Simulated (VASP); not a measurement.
# F (P6_3/mmc) in VASP: settings compared

The runs below take F through single point, with PBE, RPBE.

All numbers are computed with VASP 6.6.1; they aren't measurements. Logs are shortened: lines on timing, memory, paths and dates and some standing lists are left out, and cuts for length are marked.

## Step 1: The cell of the first run

It takes space group P6_3/mmc (No. 194, hexagonal). The conventional cell has a = 1.906 Å, b = 1.906 Å, c = 2.698 Å, α = 90.00°, β = 90.00°, γ = 120.00°. Within 2.3 Å of F (site symmetry -6m2) lie 12 F at 1.74 to 1.91 Å.

## Step 2: Single point, PBE

File INCAR:

```
SYSTEM = F
PREC = Accurate ; ENCUT = 520
EDIFF = 1E-7 ; ISMEAR = -1
SIGMA = 0.05 ; LREAL = .FALSE.
LASPH = .TRUE. ; NELM = 80
ALGO = Normal ; ISIF = 2
LWAVE = .FALSE. ; LCHARG = .FALSE.
GGA = PE ; NBANDS = 14
```

File KPOINTS:

```
regular mesh
0
G
  18 18 10
  0 0 0
```

File POSCAR:

```
F
1.0
    1.9059613510      0.0000000000      0.0000000000
   -0.9529806755      1.6506109485      0.0000000000
    0.0000000000      0.0000000000      2.6981556505
F
2
Direct
    0.3333333333      0.6666666667      0.2500000000
    0.6666666667      0.3333333333      0.7500000000
```

Potentials or basis: VASP PAW PBE potentials, release 64 (F).

Started as:

```bash
$ cat potpaw_PBE.64/F/POTCAR > POTCAR
$ mpirun -np 1 vasp_std > vasp.out
```

OUTCAR:

```text
SYSTEM = F
   PREC = Accurate
   ENCUT = 520
   EDIFF = 1E-7
   ISMEAR = -1
   LREAL = .FALSE.
   LASPH = .TRUE.
   NELM = 80
   ISIF = 2
   GGA = PE

 ion  position               nearest neighbor table
   1  0.333  0.667  0.250-   2 1.74   2 1.74   2 1.74   2 1.74   2 1.74   2 1.74
   2  0.667  0.333  0.750-   1 1.74   1 1.74   1 1.74   1 1.74   1 1.74   1 1.74

  LATTYP: Found a hexagonal cell.
 ALAT       =     1.9059613510
 C/A-ratio  =     1.4156402747

  Lattice vectors:

 A1 = (   1.9059613510,   0.0000000000,   0.0000000000)
 A2 = (  -0.9529806755,   1.6506109485,   0.0000000000)
 A3 = (   0.0000000000,   0.0000000000,   2.6981556505)

Analysis of symmetry for initial positions (statically):
=====================================================================
 Subroutine PRICEL returns:
 Original cell was already a primitive cell.

 Routine SETGRP: Setting up the symmetry group for a
 hexagonal supercell.

 Subroutine GETGRP returns: Found 24 space group operations
 (whereof 12 operations were pure point group operations)
 out of a pool of 24 trial point group operations.

The static configuration has the point symmetry D_3d.
 The point group associated with its full space group is D_6h.

Analysis of symmetry for dynamics (positions and initial velocities):
=====================================================================
 Subroutine PRICEL returns:
 Original cell was already a primitive cell.

 Routine SETGRP: Setting up the symmetry group for a
 hexagonal supercell.

 Subroutine GETGRP returns: Found 24 space group operations
 (whereof 12 operations were pure point group operations)
 out of a pool of 24 trial point group operations.

The dynamic configuration has the point symmetry D_3d.
 The point group associated with its full space group is D_6h.

 Subroutine INISYM returns: Found 24 space group operations
 (whereof 12 operations are pure point group operations),
 and found     1 'primitive' translations

----------------------------------------------------------------------------------------

                                     Primitive cell

  volume of cell :       8.4884

  direct lattice vectors                    reciprocal lattice vectors
     1.905961351  0.000000000  0.000000000     0.524669611  0.302918141  0.000000000
    -0.952980675  1.650610949  0.000000000     0.000000000  0.605836282  0.000000000
     0.000000000  0.000000000  2.698155650     0.000000000  0.000000000  0.370623540

  length of vectors
     1.905961351  1.905961351  2.698155650     0.605836282  0.605836282  0.370623540

  position of ions in fractional coordinates (direct lattice)
     0.333333333  0.666666667  0.250000000
     0.666666667  0.333333333  0.750000000

  ion indices of the primitive-cell ions
   primitive index   ion index
                 1           1
                 2           2

----------------------------------------------------------------------------------------

 KPOINTS: regular mesh

Automatic generation of k-mesh.
 Grid dimensions read from file:
 generate k-points for:   18   18   10

 Generating k-lattice:

  Cartesian coordinates                     Fractional coordinates (reciprocal lattice)
     0.029148312  0.016828786  0.000000000     0.055555556  0.000000000  0.000000000
     0.000000000  0.033657571  0.000000000     0.000000000  0.055555556  0.000000000
     0.000000000  0.000000000  0.037062354     0.000000000  0.000000000  0.100000000

  Length of vectors
     0.033657571  0.033657571  0.037062354

  Shift w.r.t. Gamma in fractional coordinates (k-lattice)
     0.000000000  0.000000000  0.000000000

 Subroutine IBZKPT returns following result:
 ===========================================

 Found    222 irreducible k-points:

 Following reciprocal coordinates:
            Coordinates               Weight
  0.000000  0.000000  0.000000      1.000000
  0.055556 -0.000000  0.000000      6.000000
  0.111111 -0.000000  0.000000      6.000000
  0.166667  0.000000  0.000000      6.000000
  0.222222  0.000000  0.000000      6.000000
  0.277778  0.000000  0.000000      6.000000
[... 16 lines left out ...]
  0.333333  0.111111  0.000000     12.000000
  0.388889  0.111111  0.000000     12.000000
 [... further k-points ...]
   k-points           NKPTS =    222   k-points in BZ     NKDIM =    222   number of bands    NBANDS=     14
   number of dos      NEDOS =    301   number of ions     NIONS =      2
   total plane-waves  NPLWV =   3920
   dimension x,y,z NGX =    14 NGY =   14 NGZ =   20
   dimension x,y,z NGXF=    28 NGYF=   28 NGZF=   40
   ions per type =               2
   NGX,Y,Z   is equivalent  to a cutoff of  12.21, 12.21, 12.32 a.u.
   NGXF,Y,Z  is equivalent  to a cutoff of  24.42, 24.42, 24.65 a.u.
 SYSTEM =  F
   PREC   = accura    normal or accurate (medium, high low for compatibility)
   ISTART =      0    job   : 0-new  1-cont  2-samecut
   ICHARG =      2    charge: 1-file 2-atom 10-const
   ISPIN  =      1    spin polarized calculation?
   LNONCOLLINEAR =      F non collinear calculations
   LSORBIT =      F    spin-orbit coupling
   LASPH  =      T    aspherical Exc in radial PAW
   ENCUT  =  520.0 eV  38.22 Ry    6.18 a.u.   3.54  3.54  5.02*2*pi/ulx,y,z
   NELM   =     80;   NELMIN=  2; NELMDL= -5     # of ELM steps
   EDIFF  = 0.1E-06   stopping-criterion for ELM
   LREAL  =      F    real-space projection
   EDIFFG = 0.1E-05   stopping-criterion for IOM
   NSW    =      0    number of steps for IOM
   IBRION =     -1    ionic relax: 0-MD 1-quasi-New 2-CG
   NFREE  =      0    steps in history (QN), initial steepest desc. (CG)
   ISIF   =      2    stress and relaxation
   ISYM   =      2    0-nonsym 1-usesym 2-fastsym
   POTIM  = 0.5000    time-step for ionic-motion
   TEBEG  =    0.0;   TEEND  =   0.0 temperature during run
   PSTRESS=    0.0 pullay stress
   NELECT =      14.0000    total number of electrons
   NUPDOWN=      -1.0000    fix difference up-down
   EMIN   =  10.00;   EMAX   =-10.00  energy-range for DOS
   EFERMI =   0.00;   METHOD = LEGACY
   ISMEAR =    -1;   SIGMA  =   0.05  broadening in eV -4-tet -1-fermi 0-gaus
   EFERMI_NEDOS =   21; number of points for ismear=-14 and -15
   IALGO  =     38    algorithm
   IMIX   =      4    mixing-type and parameters
     AMIX     =   0.40;   BMIX     =  1.00
     AMIX_MAG =   1.60;   BMIX_MAG =  1.00
  volume/ion in A,a.u.               =       4.24        28.64
  Fermi-wavevector in a.u.,A,eV,Ry     =   1.934234  3.655171 50.902923  3.741259
  Thomas-Fermi vector in A             =   2.965571
   LORBIT       =      0    0 simple, 1 ext, 2 COOP (PROOUT), +10 PAW based schemes
   GGA     = PE    functional components
   LHFCALC =     F    Hartree Fock is set to
   AEXX    =    0.0000 exact exchange contribution
   IVDW    =     0    specifies the selected vdW correction
   LEPSILON=     F    determine dielectric tensor
   LRPA    =     F    only Hartree local field effects (RPA)
 non-spin polarized calculation
  energy-cutoff  :      520.00
  volume of cell :        8.49
 maximum number of plane-waves:       250
   NGX =  7   NGY =  7   NGZ = 11

 number of electron      13.9999977 magnetization

 Free energy of the ion-electron system (eV)
  ---------------------------------------------------
  ext. energy  EPLUGINS =         0.00000000
  ---------------------------------------------------
  free energy    TOTEN  =         5.10710236 eV

  energy without entropy =        5.11824342  energy(sigma->0) =        5.11267289

 E-fermi :   9.6437     XC(G=0): -15.8025

 val. band max:        9.6110397515   @ k =   0.3889   0.0556   0.2000
 cond. band min:       9.6446132715   @ k =   0.4444   0.0000   0.4000
 fundamental gap:      0.0335735200
 Fermi energy:         9.6436737764

 k-point     1 :       0.0000    0.0000    0.0000
  band No.  band energies     occupation
      1     -23.2153      2.00000
      2     -12.0467      2.00000
      3      -3.5650      2.00000
      4       8.1548      2.00000
      5       8.1548      2.00000
      6      10.5965      0.00000
      7      10.5965      0.00000
      8      12.3538      0.00000
      9      35.1829      0.00000
     10      36.5871      0.00000
     11      47.9307      0.00000
     12      50.4885      0.00000
     13      50.4885      0.00000
     14      56.6390      0.00000

 k-point     2 :       0.0556   -0.0000    0.0000
  band No.  band energies     occupation
      1     -23.0931      2.00000
      2     -11.9871      2.00000
      3      -3.4520      2.00000
      4       7.7820      2.00000
      5       8.0144      2.00000
      6      10.3963      0.00000
      7      10.6162      0.00000
      8      12.2671      0.00000
      9      35.4558      0.00000
     10      36.6997      0.00000
     11      47.5844      0.00000
     12      49.0256      0.00000
     13      50.8125      0.00000
     14      57.3020      0.00000

 k-point     3 :       0.1111   -0.0000    0.0000
  band No.  band energies     occupation
      1     -22.7284      2.00000
      2     -11.8206      2.00000
      3      -3.1160      2.00000
      4       6.7485      2.00000
      5       7.6416      2.00000
      6       9.8144      0.06370
      7      10.6446      0.00000
      8      12.0063      0.00000
      9      36.1142      0.00000
     10      37.0144      0.00000
     11      46.5319      0.00000
     12      46.7295      0.00000
     13      51.7559      0.00000
     14      55.3417      0.00000

 k-point     4 :       0.1667    0.0000    0.0000
  band No.  band energies     occupation
      1     -22.1279      2.00000
      2     -11.5772      2.00000
      3      -2.5667      2.00000
      4       5.2568      2.00000
      5       7.1341      2.00000
      6       8.9143      2.00000
      7      10.6349      0.00000
      8      11.5702      0.00000
      9      36.3619      0.00000
     10      37.8758      0.00000
     11      44.8449      0.00000
     12      44.9631      0.00000
     13      53.2708      0.00000
     14      53.4843      0.00000

 k-point     5 :       0.2222    0.0000    0.0000
  band No.  band energies     occupation
      1     -21.3062      2.00000
      2     -11.3162      2.00000
      3      -1.8209      2.00000
      4       3.5490      2.00000
      5       6.5807      2.00000
      6       7.7926      2.00000
      7      10.5704      0.00000
      8      10.9575      0.00000
      9      35.7586      0.00000
     10      39.2892      0.00000
     11      42.8088      0.00000
[... 276 lines left out ...]
 k-point    22 :       0.2778    0.1111    0.0000
  band No.  band energies     occupation
      1     -18.7749      2.00000
      2     -11.1716      2.00000
      3       0.4144      2.00000
      4       0.7408      2.00000
      5       3.6519      2.00000
      6       6.3902      2.00000
      7       9.0586      1.99998
      8       9.6750      0.69680
      9      34.8568      0.00000
     10      38.2417      0.00000
     11      41.5608      0.00000
     12      43.4226      0.00000
     13      51.4519      0.00000
     14      51.9385      0.00000

 k-point    23 :       0.3333    0.1111    0.0000
  band No.  band energies     occupation
      1     -17.5137      2.00000
      2     -11.5862      2.00000
      3      -0.2174      2.00000
      4       1.4767      2.00000
      5       3.3183      2.00000
      6       5.3827      2.00000
      7       8.1007      2.00000
      8       9.5162      1.85501
      9      34.0516      0.00000
     10      36.8871      0.00000
     11      42.6478      0.00000
     12      43.3682      0.00000
     13      51.5302      0.00000
     14      51.9580      0.00000

 k-point    24 :       0.3889    0.1111    0.0000
  band No.  band energies     occupation
      1     -16.3335      2.00000
      2     -12.2647      2.00000
      3      -0.7287      2.00000
      4       2.4104      2.00000
      5       3.2257      2.00000
      6       4.5660      2.00000
      7       7.2337      2.00000
      8       9.4107      1.98123
      9      33.5329      0.00000
     10      36.0378      0.00000
     11      42.9363      0.00000
     12      43.7380      0.00000
     13      51.3016      0.00000
     14      52.4699      0.00000

 [... further k-points ...]
[... 5 lines left out ...]
  --------------------------------------------------------------------------------------
  -------------------------------------------------------------------------------------
  Total       22.4897655     22.4897655     22.5207865      0.0000000      0.0000000      0.0000000
  in kB     4244.9218423   4244.9218418   4250.7770242      0.0000000      0.0000000      0.0000000
  external PRESSURE =    4246.8735694 kB  Pullay stress =       0.0000000 kB

 VOLUME and BASIS-vectors are now :
 -----------------------------------------------------------------------------
  energy-cutoff  :      520.00
  volume of cell :        8.49
      direct lattice vectors                 reciprocal lattice vectors
     1.905961351  0.000000000  0.000000000     0.524669611  0.302918141  0.000000000
    -0.952980675  1.650610949  0.000000000     0.000000000  0.605836282  0.000000000
     0.000000000  0.000000000  2.698155650     0.000000000  0.000000000  0.370623540

 POSITION                                       TOTAL-FORCE (eV/Angst)
 -----------------------------------------------------------------------------------
     -0.00000      1.10041      0.67454        -0.000000      0.000000      0.000000
      0.95298      0.55020      2.02362         0.000000     -0.000000      0.000000
 -----------------------------------------------------------------------------------
    total drift:                               -0.000000      0.000000      0.000000

  FREE ENERGIE OF THE ION-ELECTRON SYSTEM (eV)
  ---------------------------------------------------
  free  energy   TOTEN  =         5.1071023628 eV

  energy  without entropy=        5.1182434214  energy(sigma->0) =        5.11267289
```

It used 19 s of CPU time on 1 thread of AMD EPYC 7R13 Processor (Zen 3), with other jobs on the host.

What came out:

```yaml
Free_energy: 5.1071 eV
Pressure: 424.7 GPa
Band_gap_on_the_k_mesh: zero (band 7 reaches 10.64 eV, above the bottom of band 8 at 6.29 eV)
```

## Step 3: Single point, PBE

File INCAR:

```
SYSTEM = F
PREC = Accurate
ENCUT = 520
EDIFF = 1E-6
ISMEAR = -1
SIGMA = 0.05
LREAL = .FALSE.
LASPH = .TRUE.
NELM = 60
ALGO = Normal
ISIF = 2
LWAVE = .FALSE.
LCHARG = .FALSE.
GGA = PE
NBANDS = 14
```

File KPOINTS:

```
Automatic mesh
0
G
  18 18 10
  0 0 0
```

File POSCAR:

```
F
1.0
    1.9059613510      0.0000000000      0.0000000000
   -0.9529806755      1.6506109486      0.0000000000
    0.0000000000      0.0000000000      2.6981556504
F
2
Direct
    0.3333333333      0.6666666667      0.2500000000
    0.6666666667      0.3333333333      0.7500000000
```

Potentials or basis: VASP PAW PBE potentials, release 64 (F).

Started as:

```bash
$ cat potpaw_PBE.64/F/POTCAR > POTCAR
$ mpirun -np 1 vasp_std > vasp.out
```

It took 27 s on 1 thread of AMD EPYC 7R13 (Zen 3), shared host; peak memory 0.09 GiB.

It converged, with:

```
Free energy            : 5.1071 eV
Pressure               : 424.8 GPa
Band gap on the k mesh : zero (band 7 reaches 10.64 eV, above the bottom of band 8 at 6.29 eV)
```

Stress tensor (GPa, compression positive):
```
424.59   0.00   0.00
  0.00 424.59   0.00
  0.00   0.00 425.18
```

Levels at points of the mesh, in eV from the Fermi level:
| k point | band 3 | band 4 | band 5 | band 6 | band 7 | band 8 | band 9 | band 10 | band 11 | band 12 |
| --- | --- | --- | --- | --- | --- | --- | --- | --- | --- | --- |
| (0.00, 0.00, 0.00) | -13.21 | -1.49 | -1.49 | 0.95 | 0.95 | 2.71 | 25.54 | 26.94 | 38.29 | 40.85 |
| (0.50, 0.00, 0.00) | -10.51 | -7.10 | -6.59 | -4.70 | -2.63 | 0.48 | 22.22 | 26.85 | 32.78 | 34.78 |
| (0.00, 0.00, 0.50) | -3.49 | -3.49 | -0.27 | -0.27 | -0.27 | -0.27 | 28.74 | 28.74 | 38.82 | 38.82 |
| (0.50, 0.00, 0.50) | -12.80 | -12.80 | -2.38 | -2.38 | -0.55 | -0.55 | 25.20 | 25.20 | 35.33 | 35.33 |

## Step 4: Single point, RPBE

File INCAR:

```
SYSTEM = F
  PREC = Accurate
  ENCUT = 520
  EDIFF = 1E-7
  ISMEAR = -1
  SIGMA = 0.05
  LREAL = .FALSE.
  LASPH = .TRUE.
  NELM = 60
  ALGO = Normal
  ISIF = 2
  LWAVE = .FALSE.
  LCHARG = .FALSE.
  GGA = RP
  NBANDS = 14
```

KPOINTS is that of step 3.

POSCAR is that of step 3.

Started as:

```bash
$ cat potpaw_PBE.64/F/POTCAR > POTCAR
$ mpirun -np 1 vasp_std > vasp.out
```

Wall time 22 s (1 thread of AMD EPYC 7R13 (Zen 3), shared host); peak memory 0.09 GiB.

The run converged. Its results:

```
Free energy            : 6.2627 eV
Pressure               : 438.7 GPa
Band gap on the k mesh : zero (band 7 reaches 10.77 eV, above the bottom of band 8 at 6.43 eV)
```

Stress tensor (GPa, compression positive):
```
438.63   0.00   0.00
  0.00 438.63   0.00
  0.00   0.00 438.79
```

Levels at points of the mesh, in eV from the Fermi level:
| k point | band 5 | band 6 | band 7 | band 8 | band 9 | band 10 |
| --- | --- | --- | --- | --- | --- | --- |
| (0.00, 0.00, 0.00) | -1.50 | 0.95 | 0.95 | 2.72 | 25.66 | 27.05 |
| (0.50, 0.00, 0.00) | -6.59 | -4.70 | -2.61 | 0.47 | 22.39 | 27.02 |
| (0.00, 0.00, 0.50) | -0.28 | -0.28 | -0.28 | -0.28 | 28.86 | 28.86 |
| (0.50, 0.00, 0.50) | -2.38 | -2.38 | -0.54 | -0.54 | 25.35 | 25.35 |

Caveat: the PAW data sets were made with another functional, which shifts forces and pressure a little.

## Step 5: Single point, PBE

This run uses another cell than the first one, of 4.77 Å³/atom, 1.125 times its volume.

File INCAR:

```
SYSTEM = F
PREC = Accurate
ENCUT = 520
EDIFF = 1E-7
ISMEAR = -1
SIGMA = 0.05
LREAL = .FALSE.
LASPH = .TRUE.
NELM = 100
ALGO = Normal
ISIF = 2
LWAVE = .FALSE.
LCHARG = .FALSE.
GGA = PE
NBANDS = 14
```

File KPOINTS:

```
regular mesh
0
G
  18 18 10
  0 0 0
```

File POSCAR:

```
F
1.0
    1.9989022902      0.0000000000      0.0000000000
   -0.9994511451      1.7311001630      0.0000000000
    0.0000000000      0.0000000000      2.7597171367
F
2
Direct
    0.3333333333      0.6666666667      0.2500000000
    0.6666666667      0.3333333333      0.7500000000
```

Started as:

```bash
$ cat potpaw_PBE.64/F/POTCAR > POTCAR
$ mpirun -np 1 vasp_std > vasp.out
```

It took 33 s on 1 thread of AMD EPYC 7R13 (Zen 3), shared host; peak memory 0.1 GiB.

Results (log left out):

| Quantity | Value |
| --- | --- |
| Free energy | 2.8012 eV |
| Pressure | 279.5 GPa |
| Band gap on the k mesh | zero (band 7 reaches 8.15 eV, above the bottom of band 8 at 4.56 eV) |

Stress tensor (GPa, compression positive):
```
279.27   0.00   0.00
  0.00 279.27   0.00
  0.00   0.00 279.97
```

Levels at points of the mesh, in eV from the Fermi level:
```csv
k point,band 5,band 6,band 7,band 8,band 9,band 10
"(0.00, 0.00, 0.00)",-1.60,0.68,0.68,2.32,23.96,24.02
"(0.50, 0.00, 0.00)",-5.48,-4.31,-2.23,0.42,21.75,26.58
"(0.00, 0.00, 0.50)",-0.46,-0.46,-0.46,-0.46,26.25,26.25
"(0.50, 0.00, 0.50)",-2.18,-2.18,-0.38,-0.38,24.27,24.27
```

## Step 6: Overview

```csv
level,cell,gap on the mesh (eV),pressure (GPa)
PBE,"a = 1.906, b = 1.906, c = 2.698 Å, angles 90.0, 90.0, 120.0°, 2 atoms",none,424.8
RPBE,"a = 1.906, b = 1.906, c = 2.698 Å, angles 90.0, 90.0, 120.0°, 2 atoms",none,438.7
PBE,"a = 1.999, b = 1.999, c = 2.760 Å, angles 90.0, 90.0, 120.0°, 2 atoms",none,279.5
```

Alike in all rows: task single point; potentials or basis VASP PAW PBE potentials, release 64 (F); no spin polarisation; k mesh 18 × 18 × 10; cutoff (eV) 520; smearing fermi-dirac 0.05 eV.

Caveats: the PAW data sets were made with another functional, which shifts forces and pressure a little (some runs).

Absolute energies hang on the potentials; compare differences alone.
